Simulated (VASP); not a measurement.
# Mn (Pm-3m) in VASP: further runs

Mn is run at these levels: r2SCAN; tasks: single point.

All numbers are computed with VASP 6.6.1; they aren't measurements. Logs are shortened: lines on timing, memory, paths and dates and some standing lists are left out, and cuts for length are marked.

### 1 The cell of the first run

The structure is cubic, space group Pm-3m (No. 221). Conventional cell: a = 2.229 Å, b = 2.229 Å, c = 2.229 Å, α = 90.00°, β = 90.00°, γ = 90.00°. Mn (site symmetry m-3m) has 6 Mn at 2.23 Å within 2.9 Å.

### 2 Single point, r2SCAN (volume scaled by 0.96)

Input file POSCAR:

```
Mn
1.0
    2.2290535044      0.0000000000      0.0000000000
    0.0000000000      2.2290535044      0.0000000000
    0.0000000000      0.0000000000      2.2290535044
Mn
1
Direct
    0.0000000000      0.0000000000      0.0000000000
```

Input file INCAR.step1:

```
SYSTEM = Mn
ALGO = Normal
EDIFF = 1E-4
ENCUT = 520
GGA = PE
ISMEAR = -1
LASPH = .TRUE.
LCHARG = .FALSE.
LREAL = .FALSE.
LWAVE = .TRUE.
NBANDS = 12
NELM = 100
PREC = Accurate
SIGMA = 0.1
```

Input file INCAR.step2:

```
SYSTEM = Mn
ALGO = Normal
EDIFF = 1E-6
ENCUT = 520
ISIF = 2
ISMEAR = -1
ISTART = 1
LASPH = .TRUE.
LCHARG = .TRUE.
LELF = .TRUE.
LMIXTAU = .TRUE.
LREAL = .FALSE.
LVHAR = .TRUE.
LWAVE = .FALSE.
METAGGA = R2SCAN
NBANDS = 12
NELM = 100
PREC = Accurate
SIGMA = 0.1
```

Input file KPOINTS:

```
k-points
0
G
  16 16 16
  0 0 0
```

Potentials or basis: VASP PAW PBE potentials, release 64 (Mn_pv).

Started as:

```
> cat potpaw_PBE.64/Mn_pv/POTCAR > POTCAR
> cp INCAR.step1 INCAR
> mpirun -np 1 vasp_std > vasp.out
> cp INCAR.step2 INCAR
> mpirun -np 1 vasp_std > vasp.out
```

OUTCAR:

```text
SYSTEM = Mn
   EDIFF = 1E-6
   ENCUT = 520
   ISIF = 2
   ISMEAR = -1
   ISTART = 1
   LASPH = .TRUE.
   LREAL = .FALSE.
   METAGGA = R2SCAN
   NELM = 100
   PREC = Accurate

 ion  position               nearest neighbor table
   1  0.000  0.000  0.000-

  LATTYP: Found a simple cubic cell.
 ALAT       =     2.2290535044

  Lattice vectors:

 A1 = (   2.2290535044,   0.0000000000,   0.0000000000)
 A2 = (   0.0000000000,   2.2290535044,   0.0000000000)
 A3 = (   0.0000000000,   0.0000000000,   2.2290535044)

Analysis of symmetry for initial positions (statically):
=====================================================================
 Subroutine PRICEL returns:
 Original cell was already a primitive cell.

 Routine SETGRP: Setting up the symmetry group for a
 simple cubic supercell.

 Subroutine GETGRP returns: Found 48 space group operations
 (whereof 48 operations were pure point group operations)
 out of a pool of 48 trial point group operations.

The static configuration has the point symmetry O_h .

Analysis of symmetry for dynamics (positions and initial velocities):
=====================================================================
 Subroutine PRICEL returns:
 Original cell was already a primitive cell.

 Routine SETGRP: Setting up the symmetry group for a
 simple cubic supercell.

 Subroutine GETGRP returns: Found 48 space group operations
 (whereof 48 operations were pure point group operations)
 out of a pool of 48 trial point group operations.

The dynamic configuration has the point symmetry O_h .

 Subroutine INISYM returns: Found 48 space group operations
 (whereof 48 operations are pure point group operations),
 and found     1 'primitive' translations

----------------------------------------------------------------------------------------

                                     Primitive cell

  volume of cell :      11.0755

  direct lattice vectors                    reciprocal lattice vectors
     2.229053504  0.000000000  0.000000000     0.448620905  0.000000000  0.000000000
     0.000000000  2.229053504  0.000000000     0.000000000  0.448620905  0.000000000
     0.000000000  0.000000000  2.229053504     0.000000000  0.000000000  0.448620905

  length of vectors
     2.229053504  2.229053504  2.229053504     0.448620905  0.448620905  0.448620905

  position of ions in fractional coordinates (direct lattice)
     0.000000000  0.000000000  0.000000000

  ion indices of the primitive-cell ions
   primitive index   ion index
                 1           1

----------------------------------------------------------------------------------------

 KPOINTS: k-points

Automatic generation of k-mesh.
 Grid dimensions read from file:
 generate k-points for:   16   16   16

 Generating k-lattice:

  Cartesian coordinates                     Fractional coordinates (reciprocal lattice)
     0.028038807  0.000000000  0.000000000     0.062500000  0.000000000  0.000000000
     0.000000000  0.028038807  0.000000000     0.000000000  0.062500000  0.000000000
     0.000000000  0.000000000  0.028038807     0.000000000  0.000000000  0.062500000

  Length of vectors
     0.028038807  0.028038807  0.028038807

  Shift w.r.t. Gamma in fractional coordinates (k-lattice)
     0.000000000  0.000000000  0.000000000

 Subroutine IBZKPT returns following result:
 ===========================================

 Found    165 irreducible k-points:

 Following reciprocal coordinates:
            Coordinates               Weight
  0.000000  0.000000  0.000000      1.000000
  0.062500  0.000000  0.000000      6.000000
  0.125000  0.000000  0.000000      6.000000
  0.187500  0.000000  0.000000      6.000000
  0.250000  0.000000  0.000000      6.000000
  0.312500  0.000000  0.000000      6.000000
[... 16 lines left out ...]
  0.437500  0.125000  0.000000     24.000000
  0.500000  0.125000  0.000000     12.000000
 [... further k-points ...]
   k-points           NKPTS =    165   k-points in BZ     NKDIM =    165   number of bands    NBANDS=     12
   number of dos      NEDOS =    301   number of ions     NIONS =      1
   total plane-waves  NPLWV =   5832
   dimension x,y,z NGX =    18 NGY =   18 NGZ =   18
   dimension x,y,z NGXF=    36 NGYF=   36 NGZF=   36
   ions per type =               1
   NGX,Y,Z   is equivalent  to a cutoff of  13.42, 13.42, 13.42 a.u.
   NGXF,Y,Z  is equivalent  to a cutoff of  26.85, 26.85, 26.85 a.u.
 SYSTEM =  Mn
   PREC   = accura    normal or accurate (medium, high low for compatibility)
   ISTART =      1    job   : 0-new  1-cont  2-samecut
   ICHARG =      0    charge: 1-file 2-atom 10-const
   ISPIN  =      1    spin polarized calculation?
   LNONCOLLINEAR =      F non collinear calculations
   LSORBIT =      F    spin-orbit coupling
   LASPH  =      T    aspherical Exc in radial PAW
   ENCUT  =  520.0 eV  38.22 Ry    6.18 a.u.   4.14  4.14  4.14*2*pi/ulx,y,z
   NELM   =    100;   NELMIN=  2; NELMDL=  0     # of ELM steps
   EDIFF  = 0.1E-05   stopping-criterion for ELM
   LREAL  =      F    real-space projection
   EDIFFG = 0.1E-04   stopping-criterion for IOM
   NSW    =      0    number of steps for IOM
   IBRION =     -1    ionic relax: 0-MD 1-quasi-New 2-CG
   NFREE  =      0    steps in history (QN), initial steepest desc. (CG)
   ISIF   =      2    stress and relaxation
   ISYM   =      2    0-nonsym 1-usesym 2-fastsym
   POTIM  = 0.5000    time-step for ionic-motion
   TEBEG  =    0.0;   TEEND  =   0.0 temperature during run
   PSTRESS=    0.0 pullay stress
   NELECT =      13.0000    total number of electrons
   NUPDOWN=      -1.0000    fix difference up-down
   EMIN   =  10.00;   EMAX   =-10.00  energy-range for DOS
   EFERMI =   0.00;   METHOD = LEGACY
   ISMEAR =    -1;   SIGMA  =   0.10  broadening in eV -4-tet -1-fermi 0-gaus
   EFERMI_NEDOS =   21; number of points for ismear=-14 and -15
   IALGO  =     38    algorithm
   IMIX   =      4    mixing-type and parameters
     AMIX     =   0.40;   BMIX     =  1.00
     AMIX_MAG =   1.60;   BMIX_MAG =  1.00
  volume/ion in A,a.u.               =      11.08        74.74
  Fermi-wavevector in a.u.,A,eV,Ry     =   1.726906  3.263380 40.575370  2.982206
  Thomas-Fermi vector in A             =   2.802130
   LORBIT       =      0    0 simple, 1 ext, 2 COOP (PROOUT), +10 PAW based schemes
   METAGGA = R2SCAN    functional components
   LHFCALC =     F    Hartree Fock is set to
   AEXX    =    0.0000 exact exchange contribution
   IVDW    =     0    specifies the selected vdW correction
   LEPSILON=     F    determine dielectric tensor
   LRPA    =     F    only Hartree local field effects (RPA)
 non-spin polarized calculation
  energy-cutoff  :      520.00
  volume of cell :       11.08
 maximum number of plane-waves:       308
 NGX is ok and might be reduce to    18
   NGX =  9   NGY =  9   NGZ =  9

 number of electron      12.9999997 magnetization

 Free energy of the ion-electron system (eV)
  ---------------------------------------------------
  ext. energy  EPLUGINS =         0.00000000
  ---------------------------------------------------
  free energy    TOTEN  =       -13.37246795 eV

  energy without entropy =      -13.32038694  energy(sigma->0) =      -13.34642744

 E-fermi :  10.4630     XC(G=0): -14.9917

 val. band max:       10.4591007748   @ k =   0.5000   0.1875   0.0000
 cond. band min:      10.4676657083   @ k =   0.4375   0.3750   0.0625
 fundamental gap:      0.0085649335
 Fermi energy:        10.4630024856

 k-point     1 :       0.0000    0.0000    0.0000
  band No.  band energies     occupation
      1     -39.0673      2.00000
      2     -39.0673      2.00000
      3     -39.0673      2.00000
      4       1.5768      2.00000
      5       6.0588      2.00000
      6       6.0588      2.00000
      7      12.4003      0.00000
      8      12.4003      0.00000
      9      12.4003      0.00000
     10      32.7673      0.00000
     11      32.7673      0.00000
     12      32.7673      0.00000

 k-point     2 :       0.0625    0.0000    0.0000
  band No.  band energies     occupation
      1     -39.1119      2.00000
      2     -39.0635      2.00000
      3     -39.0635      2.00000
      4       1.7192      2.00000
      5       6.0884      2.00000
      6       6.1592      2.00000
      7      12.3096      0.00000
      8      12.3096      0.00000
      9      12.4072      0.00000
     10      31.3102      0.00000
     11      32.9791      0.00000
     12      32.9791      0.00000

 k-point     3 :       0.1250    0.0000    0.0000
  band No.  band energies     occupation
      1     -39.2381      2.00000
      2     -39.0528      2.00000
      3     -39.0528      2.00000
      4       2.1329      2.00000
      5       6.1737      2.00000
      6       6.4521      2.00000
      7      12.0577      0.00000
      8      12.0577      0.00000
      9      12.4269      0.00000
     10      28.6912      0.00000
     11      33.5952      0.00000
     12      33.5952      0.00000

 k-point     4 :       0.1875    0.0000    0.0000
  band No.  band energies     occupation
      1     -39.4249      2.00000
      2     -39.0367      2.00000
      3     -39.0367      2.00000
      4       2.7795      2.00000
      5       6.3035      2.00000
      6       6.9100      2.00000
      7      11.6966      0.00001
      8      11.6966      0.00001
      9      12.4566      0.00000
     10      26.0027      0.00000
     11      34.5663      0.00000
     12      34.5663      0.00000

 k-point     5 :       0.2500    0.0000    0.0000
  band No.  band energies     occupation
      1     -39.6420      2.00000
      2     -39.0177      2.00000
      3     -39.0177      2.00000
      4       3.5987      2.00000
      5       6.4603      2.00000
      6       7.4811      2.00000
      7      11.2922      0.00050
      8      11.2922      0.00050
      9      12.4917      0.00000
     10      23.4974      0.00000
     11      35.8305      0.00000
     12      35.8305      0.00000
[... 228 lines left out ...]
      1     -39.8346      2.00000
      2     -39.1618      2.00000
      3     -38.9847      2.00000
      4       4.9060      2.00000
      5       6.9250      2.00000
      6       8.1194      2.00000
      7      10.8661      0.03488
      8      10.9597      0.01383
      9      12.2242      0.00000
     10      21.6938      0.00000
     11      31.6128      0.00000
     12      37.0902      0.00000

 k-point    22 :       0.3750    0.1250    0.0000
  band No.  band energies     occupation
      1     -40.0117      2.00000
      2     -39.1440      2.00000
      3     -38.9686      2.00000
      4       5.7417      2.00000
      5       7.0827      2.00000
      6       8.2360      2.00000
      7      10.6545      0.25679
      8      11.0955      0.00358
      9      12.2604      0.00000
     10      19.7855      0.00000
     11      32.3329      0.00000
     12      36.9827      0.00000

 k-point    23 :       0.4375    0.1250    0.0000
  band No.  band energies     occupation
      1     -40.1289      2.00000
      2     -39.1321      2.00000
      3     -38.9579      2.00000
      4       6.4392      2.00000
      5       7.2366      2.00000
      6       8.0125      2.00000
      7      10.4565      1.03231
      8      11.5547      0.00004
      9      12.2849      0.00000
     10      18.4126      0.00000
     11      32.8042      0.00000
     12      37.2716      0.00000

 k-point    24 :       0.5000    0.1250    0.0000
  band No.  band energies     occupation
      1     -40.1698      2.00000
      2     -39.1279      2.00000
      3     -38.9541      2.00000
      4       6.7390      2.00000
      5       7.4039      2.00000
      6       7.7474      2.00000
      7      10.3881      1.35787
      8      11.7973      0.00000
      9      12.2935      0.00000
     10      17.8836      0.00000
     11      32.9587      0.00000
     12      37.8292      0.00000

 [... further k-points ...]

------------------------ aborting loop because EDIFF is reached ----------------------------------------

  FORCE on cell =-STRESS in cart. coord.  units (eV):
  Direction    XX          YY          ZZ          XY          YZ          ZX
  --------------------------------------------------------------------------------------
  -------------------------------------------------------------------------------------
  Total        0.7877950      0.7877950      0.7877950     -0.0000000      0.0000000     -0.0000000
  in kB      113.9625871    113.9625871    113.9625871     -0.0000000      0.0000000     -0.0000000
  external PRESSURE =     113.9625871 kB  Pullay stress =       0.0000000 kB

 VOLUME and BASIS-vectors are now :
 -----------------------------------------------------------------------------
  energy-cutoff  :      520.00
  volume of cell :       11.08
      direct lattice vectors                 reciprocal lattice vectors
     2.229053504  0.000000000  0.000000000     0.448620905  0.000000000  0.000000000
     0.000000000  2.229053504  0.000000000     0.000000000  0.448620905  0.000000000
     0.000000000  0.000000000  2.229053504     0.000000000  0.000000000  0.448620905

 POSITION                                       TOTAL-FORCE (eV/Angst)
 -----------------------------------------------------------------------------------
      0.00000      0.00000      0.00000         0.000000      0.000000      0.000000
 -----------------------------------------------------------------------------------
    total drift:                                0.000000      0.000000      0.000000

  FREE ENERGIE OF THE ION-ELECTRON SYSTEM (eV)
  ---------------------------------------------------
  free  energy   TOTEN  =       -13.3724679519 eV

  energy  without entropy=      -13.3203869352  energy(sigma->0) =      -13.34642744
```

It took 56 s on 1 thread of Intel Xeon Platinum 8259CL at 2.50GHz (Skylake/Cascade Lake), shared host; peak memory 0.13 GiB.

What came out:

```yaml
Free_energy: -13.3725 eV
Pressure: 11.4 GPa
```

Levels at points of the mesh, in eV from the Fermi level:
```csv
k point,band 2,band 3,band 4,band 5,band 6,band 7,band 8,band 9,band 10,band 11
"(0.00, 0.00, 0.00)",-49.53,-49.53,-8.89,-4.40,-4.40,1.94,1.94,1.94,22.30,22.30
"(0.50, 0.00, 0.00)",-49.43,-49.43,-4.11,-3.57,-1.38,-0.14,-0.14,2.12,7.43,23.72
"(0.50, 0.50, 0.00)",-50.49,-49.34,-5.70,-2.71,0.31,0.31,3.06,6.63,6.63,13.67
"(0.50, 0.50, 0.50)",-50.34,-50.34,-3.88,-3.88,-3.88,3.17,3.17,12.40,15.71,15.71
```

Caveat: the PAW data sets were made with another functional, which shifts forces and pressure a little; the run has no spin polarisation, though such a crystal can be magnetic.

[end of part 1 of 2]
